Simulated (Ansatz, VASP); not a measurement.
# Two plane-wave programs on SnO2

File INCAR:

```
SYSTEM = SnO2
PREC = Accurate ; ENCUT = 520
EDIFF = 1E-6 ; ISMEAR = 0
SIGMA = 0.05 ; LREAL = .False.
LASPH = .True. ; NELM = 60
ALGO = Normal ; ISIF = 2
LWAVE = .False. ; LCHARG = .True.
GGA = PE ; IVDW = 12
LELF = .True. ; LVHAR = .True.
NBANDS = 49
```

File KPOINTS:

```
Automatic mesh
0
Gamma
  9 9 2
  0 0 0
```

The input POSCAR:

```
SnO2
1.0
   -3.2372529198      0.0000000000      0.0000000000
   -1.6186264599     -2.8035432670      0.0000000000
   -2.4279396898     -1.4017716336     12.6254773976
Sn O
3 6
Direct
    0.4117248572      0.4117248572      0.5098836190
    0.9150250624     -0.0849749376      0.1699498752
   -0.0915753481     -0.0915753481      0.8498173628
    0.5424633656      0.5424633656      0.2484066022
    0.5358629551     -0.4641370449      0.9282740898
    0.0391631603      0.0391631603      0.5883403460
    0.2809863487      0.2809863487      0.7713606359
    0.7842865540     -0.2157134460      0.4314268921
    0.2875867592      0.2875867592      0.0914931483
```

Input for Ansatz:

```yaml
crystal:
  lattice:
    - [-3.2372529198, 0.0, 0.0]
    - [-1.6186264599, -2.803543267, 0.0]
    - [-2.4279396898, -1.4017716336, 12.6254773976]
  atoms:
    - { symbol: Sn, position: [0.4117248572, 0.4117248572, 0.509883619] }
    - { symbol: Sn, position: [0.9150250624, -0.0849749376, 0.1699498752] }
    - { symbol: Sn, position: [-0.0915753481, -0.0915753481, 0.8498173628] }
    - { symbol: O, position: [0.5424633656, 0.5424633656, 0.2484066022] }
    - { symbol: O, position: [0.5358629551, -0.4641370449, 0.9282740898] }
    - { symbol: O, position: [0.0391631603, 0.0391631603, 0.588340346] }
    - { symbol: O, position: [0.2809863487, 0.2809863487, 0.7713606359] }
    - { symbol: O, position: [0.784286554, -0.215713446, 0.4314268921] }
    - { symbol: O, position: [0.2875867592, 0.2875867592, 0.0914931483] }
basis:
  ecutwfc: 520.0
kpoints:
  mp_grid: { grid: [9, 9, 2] }
hamiltonian:
  xc: pbe
  pseudopotentials: { kind: paw, azcp: { folder: soft_1 } }
  dispersion: d3bj
scf:
  occupations: { method: gaussian, width: 0.05 }
output:
  forces: true
  stress: true
  eigenvalues: true
```

Alike in both runs: task single point; functional PBE; dispersion D3(BJ); k mesh 9 × 9 × 2; occupations gaussian, width 0.05 eV; no spin polarisation.

|  | VASP | Ansatz |
| --- | --- | --- |
| version | VASP 6.6.1 | Ansatz 0.2.0 |
| potentials or method | VASP PAW PBE potentials, release 64 (Sn_d, O), cutoff 520 eV | scalar-relativistic, plane waves, PAW |
| valence electrons in the cell | 78 | 78 |

VASP gave:

```
gap on the k mesh at the Fermi level (eV)                     : 1.09
least direct gap on the mesh (eV)                             : 1.19
pressure (GPa)                                                : 2.7
traceless stress, the component that is largest in VASP (GPa) : 3.48
rms of the force components (eV/Å)                            : 0.390
```

**Question.** Which values does Ansatz return?

**Answer.** gap on the k mesh at the Fermi level (eV): 1.11; least direct gap on the mesh (eV): 1.21; pressure (GPa): 2.0; traceless stress, the component that is largest in VASP (GPa): 3.93; rms of the force components (eV/Å): 0.401.

Atom by atom the forces differ by 0.027 eV/Å (rms over components).
